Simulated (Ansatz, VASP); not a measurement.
HfHF3: VASP beside Ansatz

```
CELL_PARAMETERS angstrom
3.58757 0.00000 0.00000
0.00000 3.58757 0.00000
0.00000 0.00000 4.54486
ATOMIC_POSITIONS crystal
Hf 0.00000 0.00000 0.00000
H 0.50000 0.50000 0.66500
F 0.00000 0.50000 0.50000
F 0.50000 0.00000 0.50000
F 0.50000 0.50000 0.10760
```

Change from the starting cell: species swapped into the PrBPt3 type (P4mm, No. 99).

Alike in both runs: task single point; functional PBE; k mesh 6 × 6 × 4; occupations gaussian, width 0.1 eV; no spin polarisation.

|  | VASP | Ansatz |
| --- | --- | --- |
| version | VASP 6.6.1 | Ansatz 0.2.0 |
| potentials or method | VASP PAW PBE potentials, release 64 (Hf_pv, H, F), cutoff 520 eV | scalar-relativistic, plane waves, PAW |
| valence electrons in the cell | 32 | 48 |

```tsv
	VASP	Ansatz	Ansatz less VASP
gap on the k mesh at the Fermi level (eV)	none	none	-
pressure (GPa)	-17.4	-16.5	+0.85
traceless stress, the component that is largest in VASP (GPa)	-4.68	-4.80	-0.117
rms of the force components (eV/Å)	0.399	0.383	-0.0154
```

Atom by atom the forces differ by 0.016 eV/Å (rms over components). A gap of «none» marks a metal or a gap that the smearing closes. VASP's potentials hold 32 valence electrons a cell and Ansatz's 48, so a difference there can come from the potentials and not from the codes.

Neither program's run includes spin-orbit coupling.
